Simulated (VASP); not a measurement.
Wanted: the native input for a VASP 6.6.1 run.

```
Task                   : single point
Functional             : PBE
Potentials or basis    : VASP PAW PBE potentials, release 64 (Mn_pv, O)
Cutoff                 : 520 eV
k mesh                 : 14 × 14 × 8
Occupations            : fermi-dirac, width 0.05 eV
Spin                   : collinear spin, ferromagnetic start
Starting moments       : [4.0, 4.0, 0.0, 0.0] μB
Dipole correction      : no
Further INCAR settings : ALGO = Normal; EDIFF = 1e-06; NBANDS = 31
```

The structure of MnO lies in POSCAR:

```
MnO
1.0
    3.3379839200      0.0000000000      0.0000000000
   -1.6689919600      2.8907788721      0.0000000000
    0.0000000000      0.0000000000      5.3855000000
Mn O
2 2
Direct
    0.3333333333      0.6666666667      0.0109600000
    0.6666666667      0.3333333333      0.5109600000
    0.3333333333      0.6666666667      0.3754700000
    0.6666666667      0.3333333333      0.8754700000
```

This cell differs from its parent crystal: equal xx and yy strain of -1 %.

One way to write it, as run:

INCAR

```
PREC = Accurate
ENCUT = 520
EDIFF = 1E-6
ISMEAR = -1
SIGMA = 0.05
LREAL = False
LASPH = True
NELM = 150
ALGO = Normal
ISIF = 2
LWAVE = False
LCHARG = True
ISPIN = 2
MAGMOM = 4 4 0 0
LORBIT = 11
LMAXMIX = 4
GGA = PE
LELF = True
LVHAR = True
NBANDS = 31
```

KPOINTS

```
regular mesh
0
Gamma
  14 14 8
```

Potentials or basis: VASP PAW PBE potentials, release 64 (Mn_pv, O).

Command:

```bash
$ cat potpaw_PBE.64/Mn_pv/POTCAR potpaw_PBE.64/O/POTCAR > POTCAR
$ mpirun -np 1 vasp_std > vasp.out
```

It gave:

```
Pressure                                              : 9.2 GPa
Largest force                                         : 0.578 eV/Å
Band gap on the k mesh                                : zero (filled and empty bands overlap)
Net moment                                            : 9.99 μB per cell
Site moments                                          : Mn +4.40; O +0.21 μB
Valence electrons inside the program's atomic spheres : Mn 11.45; O 5.03
```

Caveat: the cell differs from its parent crystal (equal xx and yy strain of -1 %); the cell stands under pressure; semilocal functionals often make such compounds metallic where correlation or magnetic order opens a gap, which also shifts bond lengths; only a ferromagnetic start was run, and an antiferromagnetic order may lie lower in energy.

Wall time 5.6 min on 1 thread of Intel(R) Xeon(R) Platinum 8259CL CPU @ 2.50GHz (Skylake/Cascade Lake) (shared host), peak memory 0.38 GiB.
